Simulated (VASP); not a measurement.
A run of VASP 6.6.1 is set up as follows.

Contents of INCAR:

```
PREC = Accurate
ENCUT = 520
EDIFF = 1E-7
ISMEAR = 0
SIGMA = 0.02
LREAL = False
LASPH = True
NELM = 80
ALGO = Normal
ISIF = 2
LWAVE = False
LCHARG = True
LELF = True
LVHAR = True
NBANDS = 20
```

File KPOINTS:

```
regular mesh
0
Gamma
  12 12 2
```

POSCAR

```
WS2
1.0
    3.1254814186      0.0000000000      0.0000000000
   -1.5627407093      2.7067463075      0.0000000000
    0.0000000000      0.0000000000     16.9531110566
W S
1 2
Direct
    0.3333333333      0.6666666667      0.0000000000
    0.6666666667      0.3333333333      0.9079479246
    0.6666666667      0.3333333333      0.0920520754
```

Potentials or basis: VASP PAW LDA potentials, release 64 (W_sv, S).

Command:

```sh
$ cat potpaw_LDA.64/W_sv/POTCAR potpaw_LDA.64/S/POTCAR > POTCAR
$ mpirun -np 1 vasp_std > vasp.out
```

Estimate the band gap on the k mesh.

2.00 eV.

Predict the largest force.

0.047 eV/Å.

Forces in eV/Å, atoms in the order of the input:
```
W    0.000  0.000  0.000
S    0.000  0.000 -0.047
S    0.000  0.000  0.047
```

Caveat: spin-orbit coupling is left out, which moves the levels of the heavy elements.
